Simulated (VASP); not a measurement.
Write the native input for VASP 6.6.1 that does the following.

| Property | Result |
| --- | --- |
| Task | single point |
| Functional | PBEsol |
| Potentials or basis | VASP PAW PBE potentials, release 64 (Hf_pv, Si, O) |
| Cutoff | 520 eV |
| k mesh | 4 × 4 × 4 |
| Occupations | gaussian, width 0.01 eV |
| Spin | no spin polarisation |
| Dipole correction | no |
| Further INCAR settings | ALGO = Normal; EDIFF = 1e-06; NBANDS = 50 |

The structure of HfSiO4 lies in POSCAR:

```
HfSiO4
1.0
   -3.2912550408      3.2912550408      2.9827911637
    3.2912550408     -3.2912550408      2.9827911637
    3.2912550408      3.2912550408     -2.9827911637
Hf Si O
2 2 8
Direct
    0.7500000000      0.2500000000      0.5000000000
    0.0000000000      0.0000000000      0.0000000000
    0.2500000000      0.7500000000      0.5000000000
    0.5000000000      0.5000000000      0.0000000000
    0.1333291894      0.3181134761      0.8152157133
    0.0681134761      0.7528977629      0.6847842867
    0.5028977629      0.3181134761      0.1847842867
    0.0681134761      0.3833291894      0.3152157133
    0.6166708106      0.9318865239      0.6847842867
    0.6818865239      0.8666708106      0.1847842867
    0.2471022371      0.9318865239      0.3152157133
    0.6818865239      0.4971022371      0.8152157133
```

One way to write it, as run:

INCAR

```
SYSTEM = HfSiO4
PREC     = Accurate       ! precision mode
ENCUT    = 520            ! plane-wave cutoff, eV
EDIFF    = 1E-6           ! SCF threshold, eV
ISMEAR   = 0              ! smearing method
SIGMA    = 0.01           ! smearing width, eV
LREAL    = .False.        ! projectors in reciprocal space
LASPH    = .True.         ! aspherical terms in the spheres
NELM     = 100            ! most SCF steps
ALGO     = Normal         ! electronic algorithm
ISIF     = 2              ! what is computed and relaxed
LWAVE    = .False.        ! write WAVECAR
LCHARG   = .True.         ! write CHGCAR
GGA      = PS             ! functional
LELF     = .True.         ! ELF
LVHAR    = .True.       
NBANDS   = 50             ! bands
```

KPOINTS

```
regular mesh
0
Gamma
  4 4 4
  0 0 0
```

Potentials or basis: VASP PAW PBE potentials, release 64 (Hf_pv, Si, O).

Run with:

```bash
$ cat potpaw_PBE.64/Hf_pv/POTCAR potpaw_PBE.64/Si/POTCAR potpaw_PBE.64/O/POTCAR > POTCAR
$ mpirun -np 1 vasp_std > vasp.out
```

It gave:

```yaml
Pressure: -1.3 GPa
Largest_force: 0.229 eV/Å
Band_gap_on_the_k_mesh: 5.34 eV (least direct gap 5.73 eV)
```

Caveat: the PAW data sets were made with another functional, which shifts forces and pressure a little; spin-orbit coupling is left out, which moves the levels of the heavy elements.

Run time: 110 s on 1 thread of Intel(R) Xeon(R) Platinum 8259CL CPU @ 2.50GHz (Skylake/Cascade Lake), with other jobs on the host, peak memory 0.29 GiB.
